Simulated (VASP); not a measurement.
Wanted: the native input for a VASP 6.6.1 run.

```yaml
Task: single point
Functional: PBE
Potentials_or_basis: VASP PAW PBE potentials, release 64 (C, O, H)
Cutoff: 520 eV
k_mesh: 1 × 1 × 1
Occupations: fermi-dirac, width 0.05 eV
Spin: no spin polarisation
Dipole_correction: no
Further_INCAR_settings: LREAL = Auto; ALGO = Normal; EDIFF = 1e-06; NBANDS = 64
```

The structure of H6C2O lies in POSCAR:

```
H6C2O
1.0
    7.2936330000      0.0000000000      0.0000000000
    0.0000000000      7.2936330000      0.0000000000
    0.0000000000      0.0000000000      7.2936330000
C O H
8 4 24
Direct
    0.8126128638      0.7123747521      0.5212217286
    0.8665366080      0.9125630533      0.5190417450
    0.4557673796      0.8252128946      0.0197706685
    0.3163992485      0.8271323770      0.1758245856
    0.3887363129      0.3939874682      0.4182689203
    0.2768853327      0.4613612996      0.5805885764
    0.7382603430      0.1847227575      0.8924221989
    0.8191253933      0.3295065710      1.0183402428
    0.9477307125      0.9407108913      0.3397758017
    0.1425626982      0.7378353147      0.1026374648
    0.1000324530      0.3581342796      0.5831935882
    0.9651157386      0.2841793658      1.1436275996
    0.9693385998      1.0630230504      0.2906233423
    0.7480359925      1.0167498145      0.5464766324
    0.9675013810      0.9264244582      0.6272182875
    0.7669017621      0.6489632807      0.6466873230
    0.7037233708      0.6921653448      0.4092473531
    0.9400664936      0.6405175583      0.4843539564
    0.0649607678      0.7993273037      0.1923184235
    0.3665525809      0.7429630748      0.2984246671
    0.2805597704      0.9722726658      0.2135698355
    0.5709226115      0.9029930626      0.0544721677
    0.4845184834      0.6845696788      0.0051003389
    0.3839101858      0.8559383232     -0.1108775284
    0.1213112862      0.2437468406      0.6583001914
    0.3558034796      0.4412478665      0.7161040321
    0.2391537935      0.6045409743      0.5737195716
    0.5229629733      0.4519421254      0.4108789132
    0.4070536590      0.2448025559      0.4104401743
    0.3322898205      0.4455941230      0.2747327703
    1.0524521867      0.3867894093      1.1574478727
    0.8697037539      0.4349409958      0.9171561004
    0.7123747521      0.4035437484      1.0886618507
    0.7651879386      0.2085517601      0.7465826701
    0.7926913789      0.0529365818      0.9245598181
    0.5925442094      0.1643625337      0.9226677569
```

These files were run (other wordings do the same):

INCAR

```
SYSTEM = H6C2O
PREC = Accurate
ENCUT = 520
EDIFF = 1E-6
ISMEAR = -1
SIGMA = 0.05
LREAL = Auto
LASPH = .TRUE.
NELM = 80
ALGO = Normal
ISIF = 2
LWAVE = .FALSE.
LCHARG = .FALSE.
GGA = PE
NBANDS = 64
```

KPOINTS

```
regular mesh
0
G
  1 1 1
  0 0 0
```

Potentials or basis: VASP PAW PBE potentials, release 64 (C, O, H).

Run with:

```console
$ cat potpaw_PBE.64/C/POTCAR potpaw_PBE.64/O/POTCAR potpaw_PBE.64/H/POTCAR > POTCAR
$ mpirun -np 1 vasp_gam > vasp.out
```

Results of the run:

| Quantity | Value |
| --- | --- |
| Pressure | -0.8 GPa |
| Largest force | 2.850 eV/Å |
| Band gap on the k mesh | 4.62 eV |

Caveat: the k points lie up to 0.86 Å⁻¹ apart.

It took 59 s on 1 thread of Intel(R) Xeon(R) 6975P-C (Granite Rapids), on a shared host, peak memory 0.33 GiB.
